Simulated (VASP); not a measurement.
Here is a VASP 6.6.1 calculation.

File INCAR:

```
  ALGO = Normal
  EDIFF = 1E-6
  ENCUT = 520
  GGA = PE
  ISIF = 2
  ISMEAR = -1
  LASPH = T
  LCHARG = F
  LREAL = Auto
  LWAVE = F
  NBANDS = 91
  NELM = 80
  PREC = Accurate
  SIGMA = 0.02
```

File KPOINTS:

```
k-points
0
Gamma
  4 4 4
```

The input POSCAR:

```
Sc6WO12
1.0
    4.6628771060      2.6921133523      2.9421179938
   -4.6628771060      2.6921133523      2.9421179938
    0.0000000000     -5.3842267047      2.9421179938
Sc W O
6 1 12
Direct
    0.1446535135      0.3297962687      0.6102447368
    0.6102447368      0.1446535135      0.3297962687
    0.3297962687      0.6102447368      0.1446535135
    0.8553464865      0.6702037313      0.3897552632
    0.3897552632      0.8553464865      0.6702037313
    0.6702037313      0.3897552632      0.8553464865
    0.0000000000      0.0000000000      0.0000000000
    0.9586461725      0.0999131945      0.3036872454
    0.3036872454      0.9586461725      0.0999131945
    0.0999131945      0.3036872454      0.9586461725
    0.0413538275      0.9000868055      0.6963127546
    0.6963127546      0.0413538275      0.9000868055
    0.9000868055      0.6963127546      0.0413538275
    0.4124200852      0.5820501191      0.8220286924
    0.8220286924      0.4124200852      0.5820501191
    0.5820501191      0.8220286924      0.4124200852
    0.5875799148      0.4179498809      0.1779713076
    0.1779713076      0.5875799148      0.4179498809
    0.4179498809      0.1779713076      0.5875799148
```

Potentials or basis: VASP PAW PBE potentials, release 64 (Sc_sv, W_sv, O).

The run is started by

```bash
$ cat potpaw_PBE.64/Sc_sv/POTCAR potpaw_PBE.64/W_sv/POTCAR potpaw_PBE.64/O/POTCAR > POTCAR
$ mpirun -np 1 vasp_std > vasp.out
```

Q: Estimate the pressure.

A: -0.1 GPa.

Q: What does it give for the band gap on the k mesh?

A: 3.20 eV (least direct gap 3.30 eV).

Q: What does it give for the largest force?

A: 0.123 eV/Å.

Stress tensor (GPa, compression positive):
```
 0.14  0.00  0.00
 0.00  0.14  0.00
 0.00  0.00 -0.52
```

Caveat: spin-orbit coupling is left out, which moves the levels of the heavy elements. A k mesh can miss the band edges.
